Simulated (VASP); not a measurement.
# Al (Im-3m) in VASP: notebook

Al is run at these levels: LDA; tasks: single point.

Everything below comes from runs of VASP 6.6.1. Logs are shortened: lines on timing, memory, paths and dates and some standing lists are left out, and cuts for length are marked.

**1. The cell of the first run**

Symmetry: Im-3m, No. 229, cubic system. The conventional cell has a = 3.182 Å, b = 3.182 Å, c = 3.182 Å, α = 90.00°, β = 90.00°, γ = 90.00°. Within 3.6 Å of Al (site symmetry m-3m) lie 14 Al at 2.76 to 3.18 Å.

**2. Single point, LDA**

Contents of INCAR:

```
SYSTEM = Al
PREC     = Accurate       ! precision mode
ENCUT    = 520            ! plane-wave cutoff, eV
EDIFF    = 1E-7           ! SCF threshold, eV
ISMEAR   = -1             ! smearing method
SIGMA    = 0.05           ! smearing width, eV
LREAL    = .False.        ! projectors in reciprocal space
LASPH    = .True.         ! aspherical terms in the spheres
NELM     = 60             ! most SCF steps
ALGO     = Normal         ! electronic algorithm
ISIF     = 2              ! what is computed and relaxed
LWAVE    = .False.        ! write WAVECAR
LCHARG   = .False.        ! write CHGCAR
GGA      = CA             ! functional
NBANDS   = 8              ! bands
```

Contents of KPOINTS:

```
regular mesh
0
Gamma
  13 13 13
  0 0 0
```

Contents of POSCAR:

```
Al
1.0
   -1.5912186900      1.5912186900      1.5912186900
    1.5912186900     -1.5912186900      1.5912186900
    1.5912186900      1.5912186900     -1.5912186900
Al
1
Direct
    0.0000000000      0.0000000000      0.0000000000
```

Potentials or basis: VASP PAW LDA potentials, release 64 (Al).

Command:

```console
$ cat potpaw_LDA.64/Al/POTCAR > POTCAR
$ mpirun -np 1 vasp_std > vasp.out
```

OUTCAR:

```text
SYSTEM = Al
   PREC = Accurate
   ENCUT = 520
   EDIFF = 1E-7
   ISMEAR = -1
   LREAL = .False.
   LASPH = .True.
   NELM = 60
   ISIF = 2
   GGA = CA

 ion  position               nearest neighbor table
   1  0.000  0.000  0.000-

  LATTYP: Found a body centered cubic cell.
 ALAT       =     3.1824373800

  Lattice vectors:

 A1 = (  -1.5912186900,   1.5912186900,   1.5912186900)
 A2 = (   1.5912186900,  -1.5912186900,   1.5912186900)
 A3 = (   1.5912186900,   1.5912186900,  -1.5912186900)

Analysis of symmetry for initial positions (statically):
=====================================================================
 Subroutine PRICEL returns:
 Original cell was already a primitive cell.

 Routine SETGRP: Setting up the symmetry group for a
 body centered cubic supercell.

 Subroutine GETGRP returns: Found 48 space group operations
 (whereof 48 operations were pure point group operations)
 out of a pool of 48 trial point group operations.

The static configuration has the point symmetry O_h .

Analysis of symmetry for dynamics (positions and initial velocities):
=====================================================================
 Subroutine PRICEL returns:
 Original cell was already a primitive cell.

 Routine SETGRP: Setting up the symmetry group for a
 body centered cubic supercell.

 Subroutine GETGRP returns: Found 48 space group operations
 (whereof 48 operations were pure point group operations)
 out of a pool of 48 trial point group operations.

The dynamic configuration has the point symmetry O_h .

 Subroutine INISYM returns: Found 48 space group operations
 (whereof 48 operations are pure point group operations),
 and found     1 'primitive' translations

----------------------------------------------------------------------------------------

                                     Primitive cell

  volume of cell :      16.1157

  direct lattice vectors                    reciprocal lattice vectors
    -1.591218690  1.591218690  1.591218690     0.000000000  0.314224565  0.314224565
     1.591218690 -1.591218690  1.591218690     0.314224565  0.000000000  0.314224565
     1.591218690  1.591218690 -1.591218690     0.314224565  0.314224565  0.000000000

  length of vectors
     2.756071617  2.756071617  2.756071617     0.444380641  0.444380641  0.444380641

  position of ions in fractional coordinates (direct lattice)
     0.000000000  0.000000000  0.000000000

  ion indices of the primitive-cell ions
   primitive index   ion index
                 1           1

----------------------------------------------------------------------------------------

 KPOINTS: regular mesh

Automatic generation of k-mesh.
 Grid dimensions read from file:
 generate k-points for:   13   13   13

 Generating k-lattice:

  Cartesian coordinates                     Fractional coordinates (reciprocal lattice)
     0.000000000  0.024171120  0.024171120     0.076923077  0.000000000  0.000000000
     0.024171120  0.000000000  0.024171120     0.000000000  0.076923077  0.000000000
     0.024171120  0.024171120  0.000000000     0.000000000  0.000000000  0.076923077

  Length of vectors
     0.034183126  0.034183126  0.034183126

  Shift w.r.t. Gamma in fractional coordinates (k-lattice)
     0.000000000  0.000000000  0.000000000

 Subroutine IBZKPT returns following result:
 ===========================================

 Found     84 irreducible k-points:

 Following reciprocal coordinates:
            Coordinates               Weight
  0.000000  0.000000  0.000000      1.000000
  0.076923  0.000000  0.000000     12.000000
  0.153846  0.000000  0.000000     12.000000
  0.230769  0.000000  0.000000     12.000000
  0.307692  0.000000  0.000000     12.000000
  0.384615  0.000000  0.000000     12.000000
[... 16 lines left out ...]
  0.153846  0.076923  0.076923     24.000000
  0.230769  0.076923  0.076923     24.000000
 [... further k-points ...]
   k-points           NKPTS =     84   k-points in BZ     NKDIM =     84   number of bands    NBANDS=      8
   number of dos      NEDOS =    301   number of ions     NIONS =      1
   total plane-waves  NPLWV =   8000
   dimension x,y,z NGX =    20 NGY =   20 NGZ =   20
   dimension x,y,z NGXF=    40 NGYF=   40 NGZF=   40
   ions per type =               1
   NGX,Y,Z   is equivalent  to a cutoff of  12.06, 12.06, 12.06 a.u.
   NGXF,Y,Z  is equivalent  to a cutoff of  24.13, 24.13, 24.13 a.u.
 SYSTEM =  Al
   PREC   = accura    normal or accurate (medium, high low for compatibility)
   ISTART =      0    job   : 0-new  1-cont  2-samecut
   ICHARG =      2    charge: 1-file 2-atom 10-const
   ISPIN  =      1    spin polarized calculation?
   LNONCOLLINEAR =      F non collinear calculations
   LSORBIT =      F    spin-orbit coupling
   LASPH  =      T    aspherical Exc in radial PAW
   ENCUT  =  520.0 eV  38.22 Ry    6.18 a.u.   5.12  5.12  5.12*2*pi/ulx,y,z
   NELM   =     60;   NELMIN=  2; NELMDL= -5     # of ELM steps
   EDIFF  = 0.1E-06   stopping-criterion for ELM
   LREAL  =      F    real-space projection
   EDIFFG = 0.1E-05   stopping-criterion for IOM
   NSW    =      0    number of steps for IOM
   IBRION =     -1    ionic relax: 0-MD 1-quasi-New 2-CG
   NFREE  =      0    steps in history (QN), initial steepest desc. (CG)
   ISIF   =      2    stress and relaxation
   ISYM   =      2    0-nonsym 1-usesym 2-fastsym
   POTIM  = 0.5000    time-step for ionic-motion
   TEBEG  =    0.0;   TEEND  =   0.0 temperature during run
   PSTRESS=    0.0 pullay stress
   NELECT =       3.0000    total number of electrons
   NUPDOWN=      -1.0000    fix difference up-down
   EMIN   =  10.00;   EMAX   =-10.00  energy-range for DOS
   EFERMI =   0.00;   METHOD = LEGACY
   ISMEAR =    -1;   SIGMA  =   0.05  broadening in eV -4-tet -1-fermi 0-gaus
   EFERMI_NEDOS =   21; number of points for ismear=-14 and -15
   IALGO  =     38    algorithm
   IMIX   =      4    mixing-type and parameters
     AMIX     =   0.40;   BMIX     =  1.00
     AMIX_MAG =   1.60;   BMIX_MAG =  1.00
  volume/ion in A,a.u.               =      16.12       108.75
  Fermi-wavevector in a.u.,A,eV,Ry     =   0.934757  1.766435 11.888371  0.873771
  Thomas-Fermi vector in A             =   2.061595
   LORBIT       =      0    0 simple, 1 ext, 2 COOP (PROOUT), +10 PAW based schemes
   GGA     = CA    functional components
   LHFCALC =     F    Hartree Fock is set to
   AEXX    =    0.0000 exact exchange contribution
   IVDW    =     0    specifies the selected vdW correction
   LEPSILON=     F    determine dielectric tensor
   LRPA    =     F    only Hartree local field effects (RPA)
 non-spin polarized calculation
  energy-cutoff  :      520.00
  volume of cell :       16.12
 maximum number of plane-waves:       451
   NGX = 11   NGY = 11   NGZ = 11

 number of electron       3.0000000 magnetization

 Free energy of the ion-electron system (eV)
  ---------------------------------------------------
  ext. energy  EPLUGINS =         0.00000000
  ---------------------------------------------------
  free energy    TOTEN  =        -4.09460929 eV

  energy without entropy =       -4.09183746  energy(sigma->0) =       -4.09322338

 E-fermi :   8.0617     XC(G=0): -10.4354

 val. band max:        7.9467348963   @ k =   0.2308   0.2308   0.1538
 cond. band min:       8.0896865282   @ k =  -0.3846   0.3846   0.1538
 fundamental gap:      0.1429516319
 Fermi energy:         8.0616993051

 k-point     1 :       0.0000    0.0000    0.0000
  band No.  band energies     occupation
      1      -3.2208      2.00000
      2      21.3736      0.00000
      3      21.3736      0.00000
      4      21.3736      0.00000
      5      22.8093      0.00000
      6      22.8093      0.00000
      7      22.8093      0.00000
      8      24.5056      0.00000

 k-point     2 :       0.0769    0.0000    0.0000
  band No.  band energies     occupation
      1      -3.0483      2.00000
      2      19.4432      0.00000
      3      20.2881      0.00000
      4      20.7272      0.00000
      5      22.1685      0.00000
      6      23.2981      0.00000
      7      23.6237      0.00000
      8      24.1801      0.00000

 k-point     3 :       0.1538    0.0000    0.0000
  band No.  band energies     occupation
      1      -2.5319      2.00000
      2      16.3065      0.00000
      3      18.9745      0.00000
      4      19.4977      0.00000
      5      20.9926      0.00000
      6      22.1877      0.00000
      7      24.5358      0.00000
      8      24.9224      0.00000

 k-point     4 :       0.2308    0.0000    0.0000
  band No.  band energies     occupation
      1      -1.6756      2.00000
      2      13.1425      0.00000
      3      17.9005      0.00000
      4      18.3195      0.00000
      5      19.8996      0.00000
      6      21.2395      0.00000
      7      25.5682      0.00000
      8      25.5976      0.00000

 k-point     5 :       0.3077    0.0000    0.0000
  band No.  band energies     occupation
      1      -0.4857      2.00000
      2      10.1730      0.00000
      3      17.0939      0.00000
      4      17.3802      0.00000
      5      19.0423      0.00000
      6      20.4610      0.00000
      7      26.4699      0.00000
      8      26.8802      0.00000

 k-point     6 :       0.3846    0.0000    0.0000
  band No.  band energies     occupation
      1       1.0289      2.00000
      2       7.4598      1.99999
      3      16.5572      0.00000
      4      16.7375      0.00000
      5      18.4609      0.00000
      6      19.9057      0.00000
      7      27.5719      0.00000
      8      28.3714      0.00000

 k-point     7 :       0.4615    0.0000    0.0000
  band No.  band energies     occupation
      1       2.8477      2.00000
      2       5.0393      2.00000
      3      16.2894      0.00000
      4      16.4125      0.00000
      5      18.1681      0.00000
      6      19.6172      0.00000
      7      28.6291      0.00000
      8      29.8205      0.00000
[... 133 lines left out ...]
 k-point    20 :       0.3846    0.2308    0.0000
  band No.  band energies     occupation
      1       4.7507      2.00000
      2       5.2549      2.00000
      3       9.2759      0.00000
      4      15.4202      0.00000
      5      21.7779      0.00000
      6      25.0078      0.00000
      7      25.4695      0.00000
      8      28.7682      0.00000

 k-point    21 :       0.3077    0.3077    0.0000
  band No.  band energies     occupation
      1       4.7936      2.00000
      2       6.6673      2.00000
      3       7.3668      2.00000
      4      15.2789      0.00000
      5      23.3436      0.00000
      6      23.6730      0.00000
      7      25.2791      0.00000
      8      30.7039      0.00000

 k-point    22 :       0.0769    0.0769    0.0769
  band No.  band energies     occupation
      1      -2.1888      2.00000
      2      16.4836      0.00000
      3      16.4836      0.00000
      4      16.8874      0.00000
      5      23.8840      0.00000
      6      23.8840      0.00000
      7      24.3782      0.00000
      8      24.3782      0.00000

 k-point    23 :       0.1538    0.0769    0.0769
  band No.  band energies     occupation
      1      -1.3346      2.00000
      2      13.4252      0.00000
      3      15.2541      0.00000
      4      15.6977      0.00000
      5      23.2853      0.00000
      6      23.6941      0.00000
      7      25.4658      0.00000
      8      25.6208      0.00000

 k-point    24 :       0.2308    0.0769    0.0769
  band No.  band energies     occupation
      1      -0.1476      2.00000
      2      10.4772      0.00000
      3      14.3105      0.00000
      4      14.8360      0.00000
      5      22.5858      0.00000
      6      23.0637      0.00000
      7      26.6653      0.00000
      8      26.9654      0.00000

 [... further k-points ...]

------------------------ aborting loop because EDIFF is reached ----------------------------------------

  FORCE on cell =-STRESS in cart. coord.  units (eV):
  Direction    XX          YY          ZZ          XY          YZ          ZX
  --------------------------------------------------------------------------------------
  -------------------------------------------------------------------------------------
  Total        0.0119782      0.0119782      0.0119782     -0.0000000     -0.0000000      0.0000000
  in kB        1.1908400      1.1908400      1.1908400     -0.0000000     -0.0000000      0.0000000
  external PRESSURE =       1.1908400 kB  Pullay stress =       0.0000000 kB

 VOLUME and BASIS-vectors are now :
 -----------------------------------------------------------------------------
  energy-cutoff  :      520.00
  volume of cell :       16.12
      direct lattice vectors                 reciprocal lattice vectors
    -1.591218690  1.591218690  1.591218690     0.000000000  0.314224565  0.314224565
     1.591218690 -1.591218690  1.591218690     0.314224565  0.000000000  0.314224565
     1.591218690  1.591218690 -1.591218690     0.314224565  0.314224565  0.000000000

 POSITION                                       TOTAL-FORCE (eV/Angst)
 -----------------------------------------------------------------------------------
      0.00000      0.00000      0.00000         0.000000      0.000000      0.000000
 -----------------------------------------------------------------------------------
    total drift:                                0.000000      0.000000      0.000000

  FREE ENERGIE OF THE ION-ELECTRON SYSTEM (eV)
  ---------------------------------------------------
  free  energy   TOTEN  =        -4.0946092925 eV

  energy  without entropy=       -4.0918374588  energy(sigma->0) =       -4.09322338
```

It took 9.3 s on 1 thread of Intel Xeon 8259CL, shared host; peak memory 0.11 GiB.

What came out:

- Free energy: -4.0946 eV
- Pressure: 0.1 GPa

Levels at points of the mesh, in eV from the Fermi level:
| k point | band 1 | band 2 | band 3 | band 4 | band 5 | band 6 |
| --- | --- | --- | --- | --- | --- | --- |
| (0.00, 0.00, 0.00) | -11.28 | 13.31 | 13.31 | 13.31 | 14.75 | 14.75 |

**3. Single point, LDA**

This run uses another cell than the first one, of 16.76 Å³/atom, 1.040 times its volume.

Contents of INCAR:

```
ALGO = Normal
EDIFF = 1E-6
ENCUT = 520
GGA = CA
ISIF = 2
ISMEAR = -1
LASPH = True
LCHARG = False
LREAL = False
LWAVE = False
NBANDS = 8
NELM = 60
PREC = Accurate
SIGMA = 0.05
```

Contents of KPOINTS:

```
k-points
0
Gamma
  13 13 13
```

Contents of POSCAR:

```
Al
1.0
   -1.6121581793      1.6121581793      1.6121581793
    1.6121581793     -1.6121581793      1.6121581793
    1.6121581793      1.6121581793     -1.6121581793
Al
1
Direct
    0.0000000000      0.0000000000      0.0000000000
```

Potentials or basis: VASP PAW LDA potentials, release 64 (Al).

Command:

```console
$ cat potpaw_LDA.64/Al/POTCAR > POTCAR
$ mpirun -np 1 vasp_std > vasp.out
```

It took 12 s on 1 thread of Intel Xeon 8259CL, shared host; peak memory 0.12 GiB.

Results (log left out):

- Free energy: -4.0892 eV
- Pressure: -2.7 GPa

Levels at points of the mesh, in eV from the Fermi level:
```tsv
k point	band 1	band 2	band 3	band 4	band 5
(0.00, 0.00, 0.00)	-11.01	13.08	13.08	13.08	14.18
```

**4. Single point, LDA**

This run uses another cell than the first one, of 17.40 Å³/atom, 1.080 times its volume.

Contents of INCAR:

```
  ALGO = Normal
  EDIFF = 1E-7
  ENCUT = 520
  GGA = CA
  ISIF = 2
  ISMEAR = -1
  LASPH = True
  LCHARG = False
  LREAL = False
  LWAVE = False
  NBANDS = 8
  NELM = 60
  PREC = Accurate
  SIGMA = 0.05
```

KPOINTS is that of step 3.

Contents of POSCAR:

```
Al
1.0
   -1.6325674115      1.6325674115      1.6325674115
    1.6325674115     -1.6325674115      1.6325674115
    1.6325674115      1.6325674115     -1.6325674115
Al
1
Direct
    0.0000000000      0.0000000000      0.0000000000
```

Command:

```console
$ cat potpaw_LDA.64/Al/POTCAR > POTCAR
$ mpirun -np 1 vasp_std > vasp.out
```

Run time: 14 s. Hardware: 1 thread of Intel Xeon 8259CL, shared host; peak memory 0.12 GiB.

The run converged. Its results:

| Property | Result |
| --- | --- |
| Free energy | -4.0739 eV |
| Pressure | -4.9 GPa |

Levels at points of the mesh, in eV from the Fermi level:
| k point | band 1 | band 2 | band 3 | band 4 | band 5 |
| --- | --- | --- | --- | --- | --- |
| (0.00, 0.00, 0.00) | -10.75 | 12.87 | 12.87 | 12.87 | 13.66 |

**5. Summary**

```tsv
cell	gap on the mesh (eV)	pressure (GPa)
a = 2.756 Å, angles 109.5°, 1 atom	none	0.1
a = 2.792 Å, angles 109.5°, 1 atom	none	-2.7
a = 2.828 Å, angles 109.5°, 1 atom	none	-4.9
```

Alike in all rows: task single point; level LDA; potentials or basis VASP PAW LDA potentials, release 64 (Al); no spin polarisation; k mesh 13 × 13 × 13; cutoff (eV) 520; smearing fermi-dirac 0.05 eV.

Total energies depend on the potentials used, so only differences within one code and one set of settings carry meaning.
